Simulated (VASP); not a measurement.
A run of VASP 6.6.1:

INCAR

```
PREC     = Accurate       # precision mode
ENCUT    = 520            # plane-wave cutoff, eV
EDIFF    = 1E-7           # SCF threshold, eV
ISMEAR   = -1             # smearing method
SIGMA    = 0.1            # smearing width, eV
LREAL    = False          # projectors in reciprocal space
LASPH    = True           # aspherical terms in the spheres
NELM     = 60             # most SCF steps
ALGO     = Normal         # electronic algorithm
ISIF     = 2              # what is computed and relaxed
LWAVE    = False          # write WAVECAR
LCHARG   = True           # write CHGCAR
GGA      = PE             # functional
LELF     = True           # ELF
LVHAR    = True         
NBANDS   = 12             # bands
```

Contents of KPOINTS:

```
Automatic mesh
0
Gamma
  2 2 2
```

POSCAR

```
As
1.0
    1.9036109523      1.0990502958      3.6081612956
   -1.9036109523      1.0990502958      3.6081612956
    0.0000000000     -2.1981005915      3.6081612956
As
2
Direct
    0.7737100447      0.7737100447      0.7737100447
    0.2262899553      0.2262899553      0.2262899553
```

Potentials or basis: VASP PAW PBE potentials, release 64 (As).

Launch:

```sh
$ cat potpaw_PBE.64/As/POTCAR > POTCAR
$ mpirun -np 1 vasp_std > vasp.out
```

Hardware: 1 thread of Intel Xeon 8259CL, with other jobs on the host.

How long does it take, and how much memory?

Wall time 8.7 s on 1 thread of Intel Xeon 8259CL, with other jobs on the host, peak memory 0.16 GiB. Counts: scf iterations 13, k points 4.
